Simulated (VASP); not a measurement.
# SnO (P4/nmm) in VASP: a series of runs

The runs below take SnO through single point, with LDA.

Program: VASP 6.6.1. These are calculated values, not measurements. Logs are shortened: lines on timing, memory, paths and dates and some standing lists are left out, and cuts for length are marked.

## 1. The cell of the first run

Symmetry: P4/nmm, No. 129, tetragonal system. The conventional cell has a = 3.751 Å, b = 3.751 Å, c = 4.771 Å, α = 90.00°, β = 90.00°, γ = 90.00°. Sn (site symmetry 4mm) has 4 O at 2.19 Å within 2.9 Å. O (site symmetry -4m2) has 4 Sn at 2.19 Å and 4 O at 2.65 Å within 2.9 Å.

## 2. Single point, LDA (volume scaled by 0.96)

Contents of INCAR:

```
SYSTEM = SnO
ALGO = Normal
EDIFF = 1E-7
ENCUT = 520
GGA = CA
ISIF = 2
ISMEAR = -1
LASPH = .TRUE.
LCHARG = .FALSE.
LREAL = .FALSE.
LWAVE = .FALSE.
NBANDS = 28
NELM = 80
PREC = Accurate
SIGMA = 0.02
```

Contents of KPOINTS:

```
k-points
0
G
  6 6 5
  0 0 0
```

Contents of POSCAR:

```
SnO
1.0
    3.7506153226      0.0000000000      0.0000000000
    0.0000000000      3.7506153226      0.0000000000
    0.0000000000      0.0000000000      4.7706406366
Sn O
2 2
Direct
    0.0000000000      0.5000000000      0.2385000000
    0.5000000000      0.0000000000      0.7615000000
    0.0000000000      0.0000000000      0.0000000000
    0.5000000000      0.5000000000      0.0000000000
```

Potentials or basis: VASP PAW LDA potentials, release 64 (Sn_d, O).

Started as:

```
$ cat potpaw_LDA.64/Sn_d/POTCAR potpaw_LDA.64/O/POTCAR > POTCAR
$ mpirun -np 1 vasp_std > vasp.out
```

OUTCAR:

```text
SYSTEM = SnO
   EDIFF = 1E-7
   ENCUT = 520
   GGA = CA
   ISIF = 2
   ISMEAR = -1
   LASPH = .TRUE.
   LREAL = .FALSE.
   NELM = 80
   PREC = Accurate

 ion  position               nearest neighbor table
   1  0.000  0.500  0.239-   3 2.19   4 2.19   3 2.19   4 2.19   2 3.49   2 3.49   2 3.49   2 3.49
                             2 3.64   2 3.64   2 3.64   2 3.64
   2  0.500  0.000  0.761-   3 2.19   4 2.19   4 2.19   3 2.19   1 3.49   1 3.49   1 3.49   1 3.49
                             1 3.64   1 3.64   1 3.64   1 3.64
   3  0.000  0.000  0.000-   1 2.19   2 2.19   1 2.19   2 2.19
   4  0.500  0.500  0.000-   1 2.19   2 2.19   2 2.19   1 2.19

  LATTYP: Found a simple tetragonal cell.
 ALAT       =     3.7506153226
 C/A-ratio  =     1.2719621252

  Lattice vectors:

 A1 = (   3.7506153226,   0.0000000000,   0.0000000000)
 A2 = (   0.0000000000,   3.7506153226,   0.0000000000)
 A3 = (   0.0000000000,   0.0000000000,   4.7706406366)

Analysis of symmetry for initial positions (statically):
=====================================================================
 Subroutine PRICEL returns:
 Original cell was already a primitive cell.

 Routine SETGRP: Setting up the symmetry group for a
 simple tetragonal supercell.

 Subroutine GETGRP returns: Found 16 space group operations
 (whereof  8 operations were pure point group operations)
 out of a pool of 16 trial point group operations.

The static configuration has the point symmetry D_2d.
 The point group associated with its full space group is D_4h.

Analysis of symmetry for dynamics (positions and initial velocities):
=====================================================================
 Subroutine PRICEL returns:
 Original cell was already a primitive cell.

 Routine SETGRP: Setting up the symmetry group for a
 simple tetragonal supercell.

 Subroutine GETGRP returns: Found 16 space group operations
 (whereof  8 operations were pure point group operations)
 out of a pool of 16 trial point group operations.

The dynamic configuration has the point symmetry D_2d.
 The point group associated with its full space group is D_4h.

 Subroutine INISYM returns: Found 16 space group operations
 (whereof  8 operations are pure point group operations),
 and found     1 'primitive' translations

----------------------------------------------------------------------------------------

                                     Primitive cell

  volume of cell :      67.1092

  direct lattice vectors                    reciprocal lattice vectors
     3.750615323  0.000000000  0.000000000     0.266622918  0.000000000  0.000000000
     0.000000000  3.750615323  0.000000000     0.000000000  0.266622918  0.000000000
     0.000000000  0.000000000  4.770640637     0.000000000  0.000000000  0.209615453

  length of vectors
     3.750615323  3.750615323  4.770640637     0.266622918  0.266622918  0.209615453

  position of ions in fractional coordinates (direct lattice)
     0.000000000  0.500000000  0.238500000
     0.500000000  0.000000000  0.761500000
     0.000000000  0.000000000  0.000000000
     0.500000000  0.500000000  0.000000000

  ion indices of the primitive-cell ions
   primitive index   ion index
                 1           1
                 2           2
                 3           3
                 4           4

----------------------------------------------------------------------------------------

 KPOINTS: k-points

Automatic generation of k-mesh.
 Grid dimensions read from file:
 generate k-points for:    6    6    5

 Generating k-lattice:

  Cartesian coordinates                     Fractional coordinates (reciprocal lattice)
     0.044437153  0.000000000  0.000000000     0.166666667  0.000000000  0.000000000
     0.000000000  0.044437153  0.000000000     0.000000000  0.166666667  0.000000000
     0.000000000  0.000000000  0.041923091     0.000000000  0.000000000  0.200000000

  Length of vectors
     0.044437153  0.044437153  0.041923091

  Shift w.r.t. Gamma in fractional coordinates (k-lattice)
     0.000000000  0.000000000  0.000000000

 Subroutine IBZKPT returns following result:
 ===========================================

 Found     30 irreducible k-points:

 Following reciprocal coordinates:
            Coordinates               Weight
  0.000000  0.000000  0.000000      1.000000
  0.166667  0.000000  0.000000      4.000000
  0.333333  0.000000  0.000000      4.000000
  0.500000  0.000000  0.000000      2.000000
  0.166667  0.166667  0.000000      4.000000
  0.333333  0.166667  0.000000      8.000000
[... 16 lines left out ...]
  0.333333  0.000000  0.400000      8.000000
  0.500000  0.000000  0.400000      4.000000
 [... further k-points ...]
   k-points           NKPTS =     30   k-points in BZ     NKDIM =     30   number of bands    NBANDS=     28
   number of dos      NEDOS =    301   number of ions     NIONS =      4
   total plane-waves  NPLWV =  28224
   dimension x,y,z NGX =    28 NGY =   28 NGZ =   36
   dimension x,y,z NGXF=    56 NGYF=   56 NGZF=   72
   ions per type =               2   2
   NGX,Y,Z   is equivalent  to a cutoff of  12.41, 12.41, 12.55 a.u.
   NGXF,Y,Z  is equivalent  to a cutoff of  24.82, 24.82, 25.09 a.u.
 SYSTEM =  SnO
   PREC   = accura    normal or accurate (medium, high low for compatibility)
   ISTART =      0    job   : 0-new  1-cont  2-samecut
   ICHARG =      2    charge: 1-file 2-atom 10-const
   ISPIN  =      1    spin polarized calculation?
   LNONCOLLINEAR =      F non collinear calculations
   LSORBIT =      F    spin-orbit coupling
   LASPH  =      T    aspherical Exc in radial PAW
   ENCUT  =  520.0 eV  38.22 Ry    6.18 a.u.   6.97  6.97  8.87*2*pi/ulx,y,z
   NELM   =     80;   NELMIN=  2; NELMDL= -5     # of ELM steps
   EDIFF  = 0.1E-06   stopping-criterion for ELM
   LREAL  =      F    real-space projection
   EDIFFG = 0.1E-05   stopping-criterion for IOM
   NSW    =      0    number of steps for IOM
   IBRION =     -1    ionic relax: 0-MD 1-quasi-New 2-CG
   NFREE  =      0    steps in history (QN), initial steepest desc. (CG)
   ISIF   =      2    stress and relaxation
   ISYM   =      2    0-nonsym 1-usesym 2-fastsym
   POTIM  = 0.5000    time-step for ionic-motion
   TEBEG  =    0.0;   TEEND  =   0.0 temperature during run
   PSTRESS=    0.0 pullay stress
   NELECT =      40.0000    total number of electrons
   NUPDOWN=      -1.0000    fix difference up-down
   EMIN   =  10.00;   EMAX   =-10.00  energy-range for DOS
   EFERMI =   0.00;   METHOD = LEGACY
   ISMEAR =    -1;   SIGMA  =   0.02  broadening in eV -4-tet -1-fermi 0-gaus
   EFERMI_NEDOS =   21; number of points for ismear=-14 and -15
   IALGO  =     38    algorithm
   IMIX   =      4    mixing-type and parameters
     AMIX     =   0.40;   BMIX     =  1.00
     AMIX_MAG =   1.60;   BMIX_MAG =  1.00
  volume/ion in A,a.u.               =      16.78       113.22
  Fermi-wavevector in a.u.,A,eV,Ry     =   1.377741  2.603553 25.826174  1.898170
  Thomas-Fermi vector in A             =   2.502866
   LORBIT       =      0    0 simple, 1 ext, 2 COOP (PROOUT), +10 PAW based schemes
   GGA     = CA    functional components
   LHFCALC =     F    Hartree Fock is set to
   AEXX    =    0.0000 exact exchange contribution
   IVDW    =     0    specifies the selected vdW correction
   LEPSILON=     F    determine dielectric tensor
   LRPA    =     F    only Hartree local field effects (RPA)
 non-spin polarized calculation
  energy-cutoff  :      520.00
  volume of cell :       67.11
 maximum number of plane-waves:      1822
 NGX is ok and might be reduce to    28
   NGX = 13   NGY = 13   NGZ = 17

 number of electron      40.0000015 magnetization

 Free energy of the ion-electron system (eV)
  ---------------------------------------------------
  ext. energy  EPLUGINS =         0.00000000
  ---------------------------------------------------
  free energy    TOTEN  =       -25.71626421 eV

  energy without entropy =      -25.71548114  energy(sigma->0) =      -25.71587268

 E-fermi :   7.4520     XC(G=0): -10.8836

 val. band max:        7.4310686571   @ k =   0.5000   0.5000   0.0000
 cond. band min:       7.4788712363   @ k =   0.0000   0.0000   0.0000
 fundamental gap:      0.0478025792
 Fermi energy:         7.4519941381

 k-point     1 :       0.0000    0.0000    0.0000
  band No.  band energies     occupation
      1     -14.6150      2.00000
      2     -14.1074      2.00000
      3     -14.1074      2.00000
      4     -14.0982      2.00000
      5     -14.0403      2.00000
      6     -14.0344      2.00000
[... 20 lines left out ...]
     27      14.2411      0.00000
     28      14.5884      0.00000

 k-point     2 :       0.1667    0.0000    0.0000
  band No.  band energies     occupation
      1     -14.6002      2.00000
      2     -14.1371      2.00000
      3     -14.1002      2.00000
      4     -14.0991      2.00000
      5     -14.0683      2.00000
      6     -14.0381      2.00000
[... 20 lines left out ...]
     27      14.5237      0.00000
     28      16.5686      0.00000

 k-point     3 :       0.3333    0.0000    0.0000
  band No.  band energies     occupation
      1     -14.5587      2.00000
      2     -14.3364      2.00000
      3     -14.0801      2.00000
      4     -14.0783      2.00000
      5     -14.0536      2.00000
      6     -14.0462      2.00000
[... 20 lines left out ...]
     27      15.0461      0.00000
     28      17.7532      0.00000

 k-point     4 :       0.5000    0.0000    0.0000
  band No.  band energies     occupation
      1     -14.4795      2.00000
      2     -14.4795      2.00000
      3     -14.0584      2.00000
      4     -14.0584      2.00000
      5     -14.0579      2.00000
      6     -14.0579      2.00000
[... 578 lines left out ...]
     27      15.5413      0.00000
     28      16.6754      0.00000

 k-point    23 :       0.3333    0.0000    0.4000
  band No.  band energies     occupation
      1     -14.5604      2.00000
      2     -14.3667      2.00000
      3     -14.0946      2.00000
      4     -14.0719      2.00000
      5     -14.0594      2.00000
      6     -14.0567      2.00000
[... 20 lines left out ...]
     27      15.9072      0.00000
     28      17.6109      0.00000

 k-point    24 :       0.5000    0.0000    0.4000
  band No.  band energies     occupation
      1     -14.4976      2.00000
      2     -14.4976      2.00000
      3     -14.0926      2.00000
      4     -14.0926      2.00000
      5     -14.0503      2.00000
      6     -14.0503      2.00000
[... 20 lines left out ...]
     27      16.5375      0.00000
     28      16.5375      0.00000

 [... further k-points ...]

------------------------ aborting loop because EDIFF is reached ----------------------------------------

  FORCE on cell =-STRESS in cart. coord.  units (eV):
  Direction    XX          YY          ZZ          XY          YZ          ZX
  --------------------------------------------------------------------------------------
  -------------------------------------------------------------------------------------
  Total        0.7341497      0.7341497      0.4563994      0.0000000     -0.0000000      0.0000000
  in kB       17.5272380     17.5272380     10.8961713      0.0000000     -0.0000000      0.0000000
  external PRESSURE =      15.3168824 kB  Pullay stress =       0.0000000 kB

 VOLUME and BASIS-vectors are now :
 -----------------------------------------------------------------------------
  energy-cutoff  :      520.00
  volume of cell :       67.11
      direct lattice vectors                 reciprocal lattice vectors
     3.750615323  0.000000000  0.000000000     0.266622918  0.000000000  0.000000000
     0.000000000  3.750615323  0.000000000     0.000000000  0.266622918  0.000000000
     0.000000000  0.000000000  4.770640637     0.000000000  0.000000000  0.209615453

 POSITION                                       TOTAL-FORCE (eV/Angst)
 -----------------------------------------------------------------------------------
      0.00000      1.87531      1.13780         0.000000      0.000000      0.480349
      1.87531      0.00000      3.63284        -0.000000      0.000000     -0.480349
      0.00000      0.00000      0.00000         0.000000      0.000000      0.000000
      1.87531      1.87531      0.00000         0.000000      0.000000      0.000000
 -----------------------------------------------------------------------------------
    total drift:                                0.000000      0.000000      0.000000

  FREE ENERGIE OF THE ION-ELECTRON SYSTEM (eV)
  ---------------------------------------------------
  free  energy   TOTEN  =       -25.7162642101 eV

  energy  without entropy=      -25.7154811423  energy(sigma->0) =      -25.71587268
```

It took 22 s on 1 thread of Intel Xeon 6975P-C, shared host; peak memory 0.18 GiB.

What came out:

* Free energy: -25.7163 eV
* Pressure: 1.5 GPa
* Largest force: 0.480 eV/Å
* Band gap on the k mesh: zero (band 20 reaches 7.48 eV, above the bottom of band 21 at 7.43 eV)

Forces in eV/Å, atoms in the order of the input:
```
Sn   0.000  0.000  0.480
Sn   0.000  0.000 -0.480
O    0.000  0.000  0.000
O    0.000  0.000  0.000
```

Caveat: spin-orbit coupling is left out, which moves the levels of the heavy elements.

[end of part 1 of 2]
